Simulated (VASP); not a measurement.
Here is a VASP 6.6.1 calculation.

Contents of INCAR:

```
SYSTEM = Al2O
ALGO = Normal
EDIFF = 1E-6
ENCUT = 520
GGA = PE
ISIF = 2
ISMEAR = 0
LASPH = .TRUE.
LCHARG = .FALSE.
LREAL = .FALSE.
LWAVE = .FALSE.
NBANDS = 21
NELM = 60
PREC = Accurate
SIGMA = 0.1
```

Contents of KPOINTS:

```
k-points
0
G
  4 4 4
  0 0 0
```

POSCAR

```
Al2O
1.0
    4.6023649400      0.0000000000      0.0000000000
    0.0000000000      4.6023649400      0.0000000000
    0.0000000000      0.0000000000      4.0957908400
Al O
4 2
Direct
    0.0000000000      0.0000000000      0.2500000000
    0.0000000000      0.0000000000      0.7500000000
    0.0000000000      0.5000000000      0.5000000000
    0.5000000000      0.0000000000      0.0000000000
    0.5000000000      0.5000000000      0.0000000000
    0.5000000000      0.5000000000      0.5000000000
```

Potentials or basis: VASP PAW PBE potentials, release 64 (Al, O).

Run with:

```sh
$ cat potpaw_PBE.64/Al/POTCAR potpaw_PBE.64/O/POTCAR > POTCAR
$ mpirun -np 1 vasp_std > vasp.out
```

Problem. What does it give for the pressure?

Solution. 16.0 GPa.

Problem. Estimate the band gap on the k mesh.

Solution. Zero (band 12 reaches 7.38 eV, above the bottom of band 13 at 4.69 eV).

Stress tensor (GPa, compression positive):
```
 0.90  0.00  0.00
 0.00  0.90  0.00
 0.00  0.00 46.08
```

Caveat: the k points lie up to 0.38 Å⁻¹ apart.
